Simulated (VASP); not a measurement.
Ru: single point with BLYP

Ru:

```
Ru
1.0
     2.76367    0.00000    0.00000
    -1.38184    2.39341    0.00000
     0.00000    0.00000    4.35973
Ru
2
Direct
  0.66667 0.33333 0.75000
  0.33333 0.66667 0.25000
```

```
Program             : VASP 6.6.1
Task                : single point
Functional          : BLYP
Potentials or basis : VASP PAW PBE potentials, release 64 (Ru_pv)
Cutoff              : 520 eV
k mesh              : 11 × 11 × 6
Occupations         : fermi-dirac, width 0.05 eV
Spin                : no spin polarisation
```

```yaml
Pressure: 0.7 GPa
Band_gap_on_the_k_mesh: zero (bands 14 and 15 overlap by 2.79 eV)
```

Stress tensor (GPa, compression positive):
```
0.65 0.00 0.00
0.00 0.65 0.00
0.00 0.00 0.75
```

Levels at points of the mesh, in eV from the Fermi level:
```tsv
k point	band 12	band 13	band 14	band 15	band 16	band 17
(0.00, 0.00, 0.00)	-1.70	-1.70	-1.26	-1.26	1.12	1.12
(0.00, 0.00, 0.50)	-2.48	-2.36	-2.36	0.52	0.52	0.52
```

It took 94 s on 1 thread of Intel Xeon 8259CL (shared host), peak memory 0.17 GiB.

Caveat: the PAW data sets were made with another functional, which shifts forces and pressure a little.
